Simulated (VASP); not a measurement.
# Ti2Al (Fd-3m) in VASP: single point with PBE

Aim: the single point of Ti2Al with PBE.

All numbers are computed with VASP 6.6.1; they aren't measurements. Logs are shortened: lines on timing, memory, paths and dates and some standing lists are left out, and cuts for length are marked.

## 1. The cell of the first run

It takes space group Fd-3m (No. 227, cubic). Conventional cell: a = 7.454 Å, b = 7.454 Å, c = 7.454 Å, α = 90.00°, β = 90.00°, γ = 90.00°. Ti (site symmetry -3m) has 6 Ti at 2.64 Å and 6 Al at 3.09 Å within 3.5 Å. Al (site symmetry -43m) has 12 Ti at 3.09 Å and 4 Al at 3.23 Å within 4.1 Å.

The cell was built from a structure type or drawn by symmetry, and may not be a known phase.

## 2. Single point, PBE, collinear spin

INCAR reads:

```
SYSTEM = Ti2Al
PREC = Accurate
ENCUT = 520
EDIFF = 1E-7
ISMEAR = 0
SIGMA = 0.1
LREAL = .FALSE.
LASPH = .TRUE.
NELM = 150
ALGO = Normal
ISIF = 2
LWAVE = .FALSE.
LCHARG = .FALSE.
ISPIN = 2
MAGMOM = 0.32 0.32 0.32 0.32 0 0
LORBIT = 11
LMAXMIX = 4
GGA = PE
NBANDS = 40
```

KPOINTS reads:

```
Automatic mesh
0
G
  10 10 10
  0 0 0
```

POSCAR reads:

```
Ti2Al
1.0
    0.0000000000      3.7268519979      3.7268519979
    3.7268519979      0.0000000000      3.7268519979
    3.7268519979      3.7268519979      0.0000000000
Ti Al
4 2
Direct
    0.1250000000      0.1250000000      0.1250000000
    0.6250000000      0.1250000000      0.1250000000
    0.1250000000      0.6250000000      0.1250000000
    0.1250000000      0.1250000000      0.6250000000
    0.5000000000      0.5000000000      0.5000000000
    0.7500000000      0.7500000000      0.7500000000
```

Potentials or basis: VASP PAW PBE potentials, release 64 (Ti_sv, Al).

Launch:

```sh
$ cat potpaw_PBE.64/Ti_sv/POTCAR potpaw_PBE.64/Al/POTCAR > POTCAR
$ mpirun -np 1 vasp_std > vasp.out
```

OUTCAR:

```text
SYSTEM = Ti2Al
   PREC = Accurate
   ENCUT = 520
   EDIFF = 1E-7
   ISMEAR = 0
   LREAL = .FALSE.
   LASPH = .TRUE.
   NELM = 150
   ISIF = 2
   ISPIN = 2
   LORBIT = 11
   GGA = PE

 ion  position               nearest neighbor table
   1  0.125  0.125  0.125-   2 2.64   3 2.64   4 2.64   4 2.64   3 2.64   2 2.64   6 3.09   5 3.09
                             6 3.09   5 3.09   6 3.09   5 3.09
   2  0.625  0.125  0.125-   1 2.64   4 2.64   3 2.64   1 2.64   3 2.64   4 2.64   5 3.09   6 3.09
                             5 3.09   6 3.09   6 3.09   5 3.09
   3  0.125  0.625  0.125-   1 2.64   4 2.64   1 2.64   2 2.64   4 2.64   2 2.64   6 3.09   5 3.09
                             6 3.09   5 3.09   6 3.09   5 3.09
   4  0.125  0.125  0.625-   1 2.64   1 2.64   2 2.64   3 2.64   3 2.64   2 2.64   6 3.09   5 3.09
                             6 3.09   5 3.09   6 3.09   5 3.09
   5  0.500  0.500  0.500-   3 3.09   4 3.09   2 3.09   4 3.09   2 3.09   3 3.09   1 3.09   1 3.09
                             1 3.09   2 3.09   3 3.09   4 3.09   6 3.23   6 3.23   6 3.23   6 3.23
   6  0.750  0.750  0.750-   2 3.09   3 3.09   2 3.09   4 3.09   3 3.09   4 3.09   1 3.09   4 3.09
                             1 3.09   1 3.09   2 3.09   3 3.09   5 3.23   5 3.23   5 3.23   5 3.23

  LATTYP: Found a face centered cubic cell.
 ALAT       =     7.4537039958

  Lattice vectors:

 A1 = (   0.0000000000,   3.7268519979,   3.7268519979)
 A2 = (   3.7268519979,   0.0000000000,   3.7268519979)
 A3 = (   3.7268519979,   3.7268519979,   0.0000000000)

Analysis of symmetry for initial positions (statically):
=====================================================================
 Subroutine PRICEL returns:
 Original cell was already a primitive cell.

 Routine SETGRP: Setting up the symmetry group for a
 face centered cubic supercell.

 Subroutine GETGRP returns: Found 48 space group operations
 (whereof 24 operations were pure point group operations)
 out of a pool of 48 trial point group operations.

The static configuration has the point symmetry T_d .
 The point group associated with its full space group is O_h .

Analysis of symmetry for dynamics (positions and initial velocities):
=====================================================================
 Subroutine PRICEL returns:
 Original cell was already a primitive cell.

 Routine SETGRP: Setting up the symmetry group for a
 face centered cubic supercell.

 Subroutine GETGRP returns: Found 48 space group operations
 (whereof 24 operations were pure point group operations)
 out of a pool of 48 trial point group operations.

The dynamic configuration has the point symmetry T_d .
 The point group associated with its full space group is O_h .

Analysis of structural, dynamic, and magnetic symmetry:
=====================================================================
 Subroutine PRICEL returns:
 Original cell was already a primitive cell.

 Routine SETGRP: Setting up the symmetry group for a
 face centered cubic supercell.

 Subroutine GETGRP returns: Found 48 space group operations
 (whereof 24 operations were pure point group operations)
 out of a pool of 48 trial point group operations.

The overall configuration has the point symmetry T_d .
 The point group associated with its full space group is O_h .

 Subroutine INISYM returns: Found 48 space group operations
 (whereof 24 operations are pure point group operations),
 and found     1 'primitive' translations

----------------------------------------------------------------------------------------

                                     Primitive cell

  volume of cell :     103.5277

  direct lattice vectors                    reciprocal lattice vectors
     0.000000000  3.726851998  3.726851998    -0.134161485  0.134161485  0.134161485
     3.726851998  0.000000000  3.726851998     0.134161485 -0.134161485  0.134161485
     3.726851998  3.726851998  0.000000000     0.134161485  0.134161485 -0.134161485

  length of vectors
     5.270564640  5.270564640  5.270564640     0.232374509  0.232374509  0.232374509

  position of ions in fractional coordinates (direct lattice)
     0.125000000  0.125000000  0.125000000
     0.625000000  0.125000000  0.125000000
     0.125000000  0.625000000  0.125000000
     0.125000000  0.125000000  0.625000000
     0.500000000  0.500000000  0.500000000
     0.750000000  0.750000000  0.750000000

  ion indices of the primitive-cell ions
[... 63 lines left out ...]
   total plane-waves  NPLWV =  64000
   dimension x,y,z NGX =    40 NGY =   40 NGZ =   40
   dimension x,y,z NGXF=    80 NGYF=   80 NGZF=   80
   ions per type =               4   2
   NGX,Y,Z   is equivalent  to a cutoff of  12.62, 12.62, 12.62 a.u.
   NGXF,Y,Z  is equivalent  to a cutoff of  25.23, 25.23, 25.23 a.u.
 SYSTEM =  Ti2Al
   PREC   = accura    normal or accurate (medium, high low for compatibility)
   ISTART =      0    job   : 0-new  1-cont  2-samecut
   ICHARG =      2    charge: 1-file 2-atom 10-const
   ISPIN  =      2    spin polarized calculation?
   LNONCOLLINEAR =      F non collinear calculations
   LSORBIT =      F    spin-orbit coupling
   LASPH  =      T    aspherical Exc in radial PAW
   ENCUT  =  520.0 eV  38.22 Ry    6.18 a.u.   9.80  9.80  9.80*2*pi/ulx,y,z
   NELM   =    150;   NELMIN=  2; NELMDL= -5     # of ELM steps
   EDIFF  = 0.1E-06   stopping-criterion for ELM
   LREAL  =      F    real-space projection
   EDIFFG = 0.1E-05   stopping-criterion for IOM
   NSW    =      0    number of steps for IOM
   IBRION =     -1    ionic relax: 0-MD 1-quasi-New 2-CG
   NFREE  =      0    steps in history (QN), initial steepest desc. (CG)
   ISIF   =      2    stress and relaxation
   ISYM   =      2    0-nonsym 1-usesym 2-fastsym
   POTIM  = 0.5000    time-step for ionic-motion
   TEBEG  =    0.0;   TEEND  =   0.0 temperature during run
   PSTRESS=    0.0 pullay stress
   NELECT =      54.0000    total number of electrons
   NUPDOWN=      -1.0000    fix difference up-down
   EMIN   =  10.00;   EMAX   =-10.00  energy-range for DOS
   EFERMI =   0.00;   METHOD = LEGACY
   ISMEAR =     0;   SIGMA  =   0.10  broadening in eV -4-tet -1-fermi 0-gaus
   EFERMI_NEDOS =   21; number of points for ismear=-14 and -15
   IALGO  =     38    algorithm
   IMIX   =      4    mixing-type and parameters
     AMIX     =   0.40;   BMIX     =  1.00
     AMIX_MAG =   1.60;   BMIX_MAG =  1.00
  volume/ion in A,a.u.               =      17.25       116.44
  Fermi-wavevector in a.u.,A,eV,Ry     =   1.317813  2.490306 23.628317  1.736632
  Thomas-Fermi vector in A             =   2.447828
   LORBIT       =     11    0 simple, 1 ext, 2 COOP (PROOUT), +10 PAW based schemes
   GGA     = PE    functional components
   LHFCALC =     F    Hartree Fock is set to
   AEXX    =    0.0000 exact exchange contribution
   IVDW    =     0    specifies the selected vdW correction
   LEPSILON=     F    determine dielectric tensor
   LRPA    =     F    only Hartree local field effects (RPA)
 spin polarized calculation
 Gauss-broadening in eV      SIGMA  =   0.10
  energy-cutoff  :      520.00
  volume of cell :      103.53
 maximum number of plane-waves:      2812
   NGX = 19   NGY = 19   NGZ = 19

 number of electron      54.0000019 magnetization       1.0505043

 Free energy of the ion-electron system (eV)
  ---------------------------------------------------
  ext. energy  EPLUGINS =         0.00000000
  ---------------------------------------------------
  free energy    TOTEN  =       -38.18080389 eV

  energy without entropy =      -38.13626611  energy(sigma->0) =      -38.15853500

 E-fermi :   7.9746     XC(G=0): -10.9626

 val. band max:        7.9743949911   @ k =   0.4000   0.0000   0.0000
 cond. band min:       7.9809659454   @ k =   0.4000   0.1000   0.0000
 fundamental gap:      0.0065709543
 Fermi energy:         7.9746080956

 spin component 1

 k-point     1 :       0.0000    0.0000    0.0000
  band No.  band energies     occupation
      1     -48.6440      1.00000
      2     -48.3961      1.00000
      3     -48.3961      1.00000
      4     -48.3961      1.00000
      5     -25.6508      1.00000
      6     -25.1221      1.00000
[... 997 lines left out ...]
     38      10.8563      0.00000
     39      11.0348      0.00000

 [... further k-points ...]

 spin component 2

 k-point     1 :       0.0000    0.0000    0.0000
  band No.  band energies     occupation
      1     -48.4664      1.00000
      2     -48.2199      1.00000
      3     -48.2199      1.00000
      4     -48.2199      1.00000
      5     -25.4413      1.00000
      6     -24.9469      1.00000
[... 997 lines left out ...]
     38      11.0197      0.00000
     39      11.1684      0.00000

 [... further k-points ...]

 [bands above 39 left out]

------------------------ aborting loop because EDIFF is reached ----------------------------------------

  FORCE on cell =-STRESS in cart. coord.  units (eV):
  Direction    XX          YY          ZZ          XY          YZ          ZX
  --------------------------------------------------------------------------------------
  -------------------------------------------------------------------------------------
  Total       -0.1246364     -0.1246364     -0.1246364     -0.0000000      0.0000000     -0.0000000
  in kB       -1.9288519     -1.9288519     -1.9288519     -0.0000000      0.0000000     -0.0000000
  external PRESSURE =      -1.9288519 kB  Pullay stress =       0.0000000 kB

 VOLUME and BASIS-vectors are now :
 -----------------------------------------------------------------------------
  energy-cutoff  :      520.00
  volume of cell :      103.53
      direct lattice vectors                 reciprocal lattice vectors
     0.000000000  3.726851998  3.726851998    -0.134161485  0.134161485  0.134161485
     3.726851998  0.000000000  3.726851998     0.134161485 -0.134161485  0.134161485
     3.726851998  3.726851998  0.000000000     0.134161485  0.134161485 -0.134161485

 POSITION                                       TOTAL-FORCE (eV/Angst)
 -----------------------------------------------------------------------------------
      0.93171      0.93171      0.93171         0.000000     -0.000000      0.000000
      0.93171      2.79514      2.79514         0.000000     -0.000000      0.000000
      2.79514      0.93171      2.79514         0.000000     -0.000000      0.000000
      2.79514      2.79514      0.93171         0.000000     -0.000000      0.000000
      3.72685      3.72685      3.72685        -0.000000     -0.000000     -0.000000
      5.59028      5.59028      5.59028         0.000000      0.000000      0.000000
 -----------------------------------------------------------------------------------
    total drift:                                0.000000      0.000000      0.000000

  FREE ENERGIE OF THE ION-ELECTRON SYSTEM (eV)
  ---------------------------------------------------
  free  energy   TOTEN  =       -38.1808038858 eV

  energy  without entropy=      -38.1362661052  energy(sigma->0) =      -38.15853500

 total charge

# of ion       s       p       d       tot
------------------------------------------
    1        2.256   6.092   2.081  10.429
    2        2.256   6.092   2.081  10.429
    3        2.256   6.092   2.081  10.429
    4        2.256   6.092   2.081  10.429
    5        0.393   0.339   0.000   0.732
    6        0.393   0.339   0.000   0.732
--------------------------------------------------
tot          9.808  25.047   8.325  43.181

 magnetization (x)

# of ion       s       p       d       tot
------------------------------------------
    1        0.003   0.012   0.189   0.203
    2        0.003   0.012   0.189   0.203
    3        0.003   0.012   0.189   0.203
    4        0.003   0.012   0.189   0.203
    5       -0.000   0.001   0.000   0.000
    6       -0.000   0.001   0.000   0.000
--------------------------------------------------
tot          0.010   0.050   0.755   0.815
```

Run time: 15 min. Hardware: 1 thread of Intel Xeon 8259CL, shared host; peak memory 0.46 GiB.

Results:

| Item | Value |
| --- | --- |
| Free energy | -38.1808 eV |
| Pressure | -0.2 GPa |
| Net moment | 1.05 μB per cell |
| Site moments | Ti +0.20; Al +0.00 μB |
| Valence electrons inside the program's atomic spheres | Ti 10.43; Al 0.73 |
